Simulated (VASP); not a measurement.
# PbS (I4/mmm) in VASP: notebook

PbS is run at these levels: PBE; tasks: single point.

All numbers are computed with VASP 6.6.1; they aren't measurements. Logs are shortened: lines on timing, memory, paths and dates and some standing lists are left out, and cuts for length are marked.

## Step 1: The cell of the first run

It takes space group I4/mmm (No. 139, tetragonal). The conventional cell has a = 4.067 Å, b = 4.067 Å, c = 6.108 Å, α = 90.00°, β = 90.00°, γ = 90.00°. Pb (site symmetry 4/mmm) has 6 S at 2.88 to 3.05 Å within 3.8 Å. S (site symmetry 4/mmm) has 6 Pb at 2.88 to 3.05 Å within 3.8 Å.

## Step 2: Single point, PBE (strain -0.030 along x and y, +0.030 along z)

INCAR

```
ALGO     = Normal         # electronic algorithm
EDIFF    = 1E-6           # SCF threshold, eV
ENCUT    = 520            # plane-wave cutoff, eV
GGA      = PE             # functional
ISIF     = 2              # what is computed and relaxed
ISMEAR   = 0              # smearing method
LASPH    = True           # aspherical terms in the spheres
LCHARG   = False          # write CHGCAR
LREAL    = False          # projectors in reciprocal space
LWAVE    = False          # write WAVECAR
NBANDS   = 17             # bands
NELM     = 80             # most SCF steps
PREC     = Accurate       # precision mode
SIGMA    = 0.03           # smearing width, eV
```

KPOINTS

```
k-points
0
Gamma
  10 10 10
```

POSCAR

```
PbS
1.0
    0.0000000000      2.8760500000      3.0539500000
    2.8760500000      0.0000000000      3.0539500000
    2.8760500000      2.8760500000      0.0000000000
Pb S
1 1
Direct
    0.0000000000      0.0000000000      0.0000000000
    0.5000000000      0.5000000000      0.5000000000
```

Potentials or basis: VASP PAW PBE potentials, release 64 (Pb_d, S).

Run with:

```
$ cat potpaw_PBE.64/Pb_d/POTCAR potpaw_PBE.64/S/POTCAR > POTCAR
$ mpirun -np 1 vasp_std > vasp.out
```

OUTCAR:

```text
EDIFF = 1E-6
   ENCUT = 520
   GGA = PE
   ISIF = 2
   ISMEAR = 0
   LASPH = True
   LREAL = False
   NELM = 80
   PREC = Accurate

 ion  position               nearest neighbor table
   1  0.000  0.000  0.000-   2 2.88   2 2.88   2 2.88   2 2.88   2 3.05   2 3.05
   2  0.500  0.500  0.500-   1 2.88   1 2.88   1 2.88   1 2.88   1 3.05   1 3.05

  LATTYP: Found a body centered tetragonal cell.
 ALAT       =     4.0673489161
 C/A-ratio  =     1.5016906899

  Lattice vectors:

 A1 = (  -2.8760500000,   0.0000000000,   3.0539500000)
 A2 = (   2.8760500000,   0.0000000000,   3.0539500000)
 A3 = (   0.0000000000,   2.8760500000,  -3.0539500000)

Analysis of symmetry for initial positions (statically):
=====================================================================
 Subroutine PRICEL returns:
 Original cell was already a primitive cell.

 Routine SETGRP: Setting up the symmetry group for a
 body centered tetragonal supercell.

 Subroutine GETGRP returns: Found 16 space group operations
 (whereof 16 operations were pure point group operations)
 out of a pool of 16 trial point group operations.

The static configuration has the point symmetry D_4h.

Analysis of symmetry for dynamics (positions and initial velocities):
=====================================================================
 Subroutine PRICEL returns:
 Original cell was already a primitive cell.

 Routine SETGRP: Setting up the symmetry group for a
 body centered tetragonal supercell.

 Subroutine GETGRP returns: Found 16 space group operations
 (whereof 16 operations were pure point group operations)
 out of a pool of 16 trial point group operations.

The dynamic configuration has the point symmetry D_4h.

 Subroutine INISYM returns: Found 16 space group operations
 (whereof 16 operations are pure point group operations),
 and found     1 'primitive' translations

----------------------------------------------------------------------------------------

                                     Primitive cell

  volume of cell :      50.5225

  direct lattice vectors                    reciprocal lattice vectors
     0.000000000  2.876050000  3.053950000    -0.173849551  0.173849551  0.163722392
     2.876050000  0.000000000  3.053950000     0.173849551 -0.173849551  0.163722392
     2.876050000  2.876050000  0.000000000     0.173849551  0.173849551 -0.163722392

  length of vectors
     4.195029703  4.195029703  4.067348916     0.295385095  0.295385095  0.295385095

  position of ions in fractional coordinates (direct lattice)
     0.000000000  0.000000000  0.000000000
     0.500000000  0.500000000  0.500000000

  ion indices of the primitive-cell ions
   primitive index   ion index
                 1           1
                 2           2

----------------------------------------------------------------------------------------

 KPOINTS: k-points

Automatic generation of k-mesh.
 Grid dimensions read from file:
 generate k-points for:   10   10   10

 Generating k-lattice:

  Cartesian coordinates                     Fractional coordinates (reciprocal lattice)
    -0.017384955  0.017384955  0.016372239     0.100000000  0.000000000  0.000000000
     0.017384955 -0.017384955  0.016372239     0.000000000  0.100000000  0.000000000
     0.017384955  0.017384955 -0.016372239    -0.000000000 -0.000000000  0.100000000

  Length of vectors
     0.029538509  0.029538509  0.029538509

  Shift w.r.t. Gamma in fractional coordinates (k-lattice)
     0.000000000  0.000000000  0.000000000

 Subroutine IBZKPT returns following result:
 ===========================================

 Found    102 irreducible k-points:

 Following reciprocal coordinates:
            Coordinates               Weight
  0.000000  0.000000  0.000000      1.000000
  0.100000  0.000000  0.000000      8.000000
  0.200000  0.000000  0.000000      8.000000
  0.300000 -0.000000  0.000000      8.000000
  0.400000  0.000000  0.000000      8.000000
  0.500000 -0.000000  0.000000      4.000000
[... 16 lines left out ...]
  0.300000  0.300000  0.000000      2.000000
  0.400000  0.300000  0.000000      8.000000
 [... further k-points ...]
   k-points           NKPTS =    102   k-points in BZ     NKDIM =    102   number of bands    NBANDS=     17
   number of dos      NEDOS =    301   number of ions     NIONS =      2
   total plane-waves  NPLWV =  30720
   dimension x,y,z NGX =    32 NGY =   32 NGZ =   30
   dimension x,y,z NGXF=    64 NGYF=   64 NGZF=   60
   ions per type =               1   1
   NGX,Y,Z   is equivalent  to a cutoff of  12.68, 12.68, 12.26 a.u.
   NGXF,Y,Z  is equivalent  to a cutoff of  25.36, 25.36, 24.52 a.u.
 SYSTEM =  unknown system
   PREC   = accura    normal or accurate (medium, high low for compatibility)
   ISTART =      0    job   : 0-new  1-cont  2-samecut
   ICHARG =      2    charge: 1-file 2-atom 10-const
   ISPIN  =      1    spin polarized calculation?
   LNONCOLLINEAR =      F non collinear calculations
   LSORBIT =      F    spin-orbit coupling
   LASPH  =      T    aspherical Exc in radial PAW
   ENCUT  =  520.0 eV  38.22 Ry    6.18 a.u.   7.80  7.80  7.56*2*pi/ulx,y,z
   NELM   =     80;   NELMIN=  2; NELMDL= -5     # of ELM steps
   EDIFF  = 0.1E-05   stopping-criterion for ELM
   LREAL  =      F    real-space projection
   EDIFFG = 0.1E-04   stopping-criterion for IOM
   NSW    =      0    number of steps for IOM
   IBRION =     -1    ionic relax: 0-MD 1-quasi-New 2-CG
   NFREE  =      0    steps in history (QN), initial steepest desc. (CG)
   ISIF   =      2    stress and relaxation
   ISYM   =      2    0-nonsym 1-usesym 2-fastsym
   POTIM  = 0.5000    time-step for ionic-motion
   TEBEG  =    0.0;   TEEND  =   0.0 temperature during run
   PSTRESS=    0.0 pullay stress
   NELECT =      20.0000    total number of electrons
   NUPDOWN=      -1.0000    fix difference up-down
   EMIN   =  10.00;   EMAX   =-10.00  energy-range for DOS
   EFERMI =   0.00;   METHOD = LEGACY
   ISMEAR =     0;   SIGMA  =   0.03  broadening in eV -4-tet -1-fermi 0-gaus
   EFERMI_NEDOS =   21; number of points for ismear=-14 and -15
   IALGO  =     38    algorithm
   IMIX   =      4    mixing-type and parameters
     AMIX     =   0.40;   BMIX     =  1.00
     AMIX_MAG =   1.60;   BMIX_MAG =  1.00
  volume/ion in A,a.u.               =      25.26       170.47
  Fermi-wavevector in a.u.,A,eV,Ry     =   1.202052  2.271549 19.659451  1.444929
  Thomas-Fermi vector in A             =   2.337844
   LORBIT       =      0    0 simple, 1 ext, 2 COOP (PROOUT), +10 PAW based schemes
   GGA     = PE    functional components
   LHFCALC =     F    Hartree Fock is set to
   AEXX    =    0.0000 exact exchange contribution
   IVDW    =     0    specifies the selected vdW correction
   LEPSILON=     F    determine dielectric tensor
   LRPA    =     F    only Hartree local field effects (RPA)
 non-spin polarized calculation
 Gauss-broadening in eV      SIGMA  =   0.03
  energy-cutoff  :      520.00
  volume of cell :       50.52
 maximum number of plane-waves:      1385
   NGX = 15   NGY = 15   NGZ = 15

 number of electron      19.9999999 magnetization

 Free energy of the ion-electron system (eV)
  ---------------------------------------------------
  ext. energy  EPLUGINS =         0.00000000
  ---------------------------------------------------
  free energy    TOTEN  =        -8.66831019 eV

  energy without entropy =       -8.66830974  energy(sigma->0) =       -8.66830997

 E-fermi :   6.4376     XC(G=0):  -9.8283

 val. band max:        6.3658666663   @ k =   0.5000  -0.0000   0.0000
 cond. band min:       6.5093223052   @ k =   0.5000  -0.0000   0.0000
 fundamental gap:      0.1434556389
 Fermi energy:         6.4375944113

 k-point     1 :       0.0000    0.0000    0.0000
  band No.  band energies     occupation
      1     -10.6394      2.00000
      2     -10.6276      2.00000
      3     -10.6276      2.00000
      4     -10.6165      2.00000
      5     -10.5884      2.00000
      6      -7.6530      2.00000
[... 9 lines left out ...]
     16      13.0433      0.00000
     17      14.3618      0.00000

 k-point     2 :       0.1000    0.0000    0.0000
  band No.  band energies     occupation
      1     -10.6400      2.00000
      2     -10.6269      2.00000
      3     -10.6248      2.00000
      4     -10.6123      2.00000
      5     -10.5913      2.00000
      6      -7.5633      2.00000
[... 9 lines left out ...]
     16      13.2881      0.00000
     17      15.0424      0.00000

 k-point     3 :       0.2000    0.0000    0.0000
  band No.  band energies     occupation
      1     -10.6448      2.00000
      2     -10.6255      2.00000
      3     -10.6208      2.00000
      4     -10.5985      2.00000
      5     -10.5954      2.00000
      6      -7.3053      2.00000
[... 9 lines left out ...]
     16      13.8200      0.00000
     17      16.5066      0.00000

 k-point     4 :       0.3000   -0.0000    0.0000
  band No.  band energies     occupation
      1     -10.6522      2.00000
      2     -10.6260      2.00000
      3     -10.6248      2.00000
      4     -10.5902      2.00000
      5     -10.5794      2.00000
      6      -6.9214      2.00000
[... 9 lines left out ...]
     16      14.6522      0.00000
     17      18.1258      0.00000
[... 343 lines left out ...]
      1     -10.6508      2.00000
      2     -10.6277      2.00000
      3     -10.6200      2.00000
      4     -10.6047      2.00000
      5     -10.5676      2.00000
      6      -6.7509      2.00000
[... 9 lines left out ...]
     16      15.3742      0.00000
     17      16.3907      0.00000

 k-point    23 :       0.3000    0.3000    0.0000
  band No.  band energies     occupation
      1     -10.7332      2.00000
      2     -10.6323      2.00000
      3     -10.5887      2.00000
      4     -10.5887      2.00000
      5     -10.5740      2.00000
      6      -6.7517      2.00000
[... 9 lines left out ...]
     16      16.9322      0.00000
     17      16.9326      0.00000

 k-point    24 :       0.4000    0.3000    0.0000
  band No.  band energies     occupation
      1     -10.7500      2.00000
      2     -10.6309      2.00000
      3     -10.5855      2.00000
      4     -10.5831      2.00000
      5     -10.5707      2.00000
      6      -6.4695      2.00000
[... 9 lines left out ...]
     16      17.2944      0.00000
     17      17.9014      0.00000

 [... further k-points ...]

------------------------ aborting loop because EDIFF is reached ----------------------------------------

  FORCE on cell =-STRESS in cart. coord.  units (eV):
  Direction    XX          YY          ZZ          XY          YZ          ZX
  --------------------------------------------------------------------------------------
  -------------------------------------------------------------------------------------
  Total        2.4075682      2.4075682     -0.1809183      0.0000000      0.0000000      0.0000000
  in kB       76.3491831     76.3491831     -5.7373102      0.0000000      0.0000000      0.0000000
  external PRESSURE =      48.9870187 kB  Pullay stress =       0.0000000 kB

 VOLUME and BASIS-vectors are now :
 -----------------------------------------------------------------------------
  energy-cutoff  :      520.00
  volume of cell :       50.52
      direct lattice vectors                 reciprocal lattice vectors
     0.000000000  2.876050000  3.053950000    -0.173849551  0.173849551  0.163722392
     2.876050000  0.000000000  3.053950000     0.173849551 -0.173849551  0.163722392
     2.876050000  2.876050000  0.000000000     0.173849551  0.173849551 -0.163722392

 POSITION                                       TOTAL-FORCE (eV/Angst)
 -----------------------------------------------------------------------------------
      0.00000      0.00000      0.00000        -0.000000     -0.000000      0.000000
      2.87605      2.87605      3.05395         0.000000      0.000000     -0.000000
 -----------------------------------------------------------------------------------
    total drift:                                0.000000     -0.000000     -0.000000

  FREE ENERGIE OF THE ION-ELECTRON SYSTEM (eV)
  ---------------------------------------------------
  free  energy   TOTEN  =        -8.6683101878 eV

  energy  without entropy=       -8.6683097422  energy(sigma->0) =       -8.66830997
```

It took 70 s on 1 thread of Intel Xeon 8259CL, shared host; peak memory 0.24 GiB.

Results:

```yaml
Free_energy: -8.6683 eV
Pressure: 4.9 GPa
Band_gap_on_the_k_mesh: 0.14 eV
```

Stress tensor (GPa, compression positive):
```
 7.63  0.00  0.00
 0.00  7.63  0.00
 0.00  0.00 -0.57
```

Levels at points of the mesh, in eV from the valence-band top:
| k point | band 6 | band 7 | band 8 | band 9 | band 10 | band 11 | band 12 | band 13 | band 14 | band 15 |
| --- | --- | --- | --- | --- | --- | --- | --- | --- | --- | --- |
| (0.00, 0.00, 0.00) | -14.02 | -6.05 | -2.61 | -2.61 | -2.16 | 4.34 | 5.68 | 5.68 | 6.31 | 6.68 |
| (0.50, 0.00, 0.00) | -12.70 | -9.18 | -2.12 | -1.96 | 0.00 | 0.14 | 1.64 | 1.97 | 8.57 | 9.80 |
| (0.50, 0.50, 0.00) | -12.45 | -7.10 | -5.53 | -3.70 | -3.70 | 3.78 | 5.13 | 5.96 | 5.96 | 11.18 |
| (0.50, 0.00, 0.50) | -12.08 | -7.45 | -5.64 | -4.12 | -3.51 | 3.54 | 4.95 | 5.81 | 6.26 | 10.72 |

Caveat: the cell differs from its parent crystal (strain -0.030 along x and y, +0.030 along z); the cell stands under pressure; spin-orbit coupling is left out, which moves the levels of the heavy elements. A k mesh can miss the band edges.

## Step 3: Single point, PBE (strain -0.015 along x and y, +0.000 along z)

INCAR

```
PREC = Accurate ; ENCUT = 520
EDIFF = 1E-7 ; ISMEAR = 0
SIGMA = 0.03 ; LREAL = False
LASPH = True ; NELM = 100
ALGO = Normal ; ISIF = 2
LWAVE = False ; LCHARG = True
GGA = PE ; LELF = True
LVHAR = True ; NBANDS = 17
```

KPOINTS

```
Automatic mesh
0
Gamma
  10 10 10
```

POSCAR

```
PbS
1.0
    0.0000000000      2.9205250000      2.9650000000
    2.9205250000      0.0000000000      2.9650000000
    2.9205250000      2.9205250000      0.0000000000
Pb S
1 1
Direct
    0.0000000000      0.0000000000      0.0000000000
    0.5000000000      0.5000000000      0.5000000000
```

Potentials or basis: VASP PAW PBE potentials, release 64 (Pb_d, S).

Run with:

```
$ cat potpaw_PBE.64/Pb_d/POTCAR potpaw_PBE.64/S/POTCAR > POTCAR
$ mpirun -np 1 vasp_std > vasp.out
```

Wall time 66 s (1 thread of Intel Xeon 8259CL, shared host); peak memory 0.23 GiB.

It converged, with:

```
Free energy            : -8.7198 eV
Pressure               : 4.3 GPa
Band gap on the k mesh : 0.24 eV
```

Stress tensor (GPa, compression positive):
```
5.00 0.00 0.00
0.00 5.00 0.00
0.00 0.00 2.79
```

Levels at points of the mesh, in eV from the valence-band top:
| k point | band 6 | band 7 | band 8 | band 9 | band 10 | band 11 | band 12 | band 13 | band 14 | band 15 |
| --- | --- | --- | --- | --- | --- | --- | --- | --- | --- | --- |
| (0.00, 0.00, 0.00) | -13.93 | -6.02 | -2.42 | -2.42 | -2.29 | 5.03 | 5.38 | 5.38 | 6.54 | 6.64 |
| (0.50, 0.00, 0.00) | -12.61 | -9.08 | -1.98 | -1.94 | 0.00 | 0.24 | 1.80 | 1.90 | 8.66 | 9.98 |
| (0.50, 0.50, 0.00) | -12.18 | -7.24 | -5.50 | -3.67 | -3.67 | 3.72 | 5.52 | 5.82 | 5.82 | 11.17 |
| (0.50, 0.00, 0.50) | -12.09 | -7.32 | -5.52 | -3.78 | -3.63 | 3.66 | 5.56 | 5.70 | 5.90 | 11.12 |

Caveat: the cell differs from its parent crystal (strain -0.015 along x and y, +0.000 along z); the cell stands under pressure; spin-orbit coupling is left out, which moves the levels of the heavy elements. A k mesh can miss the band edges.

(Continued in part 2 of 2.)
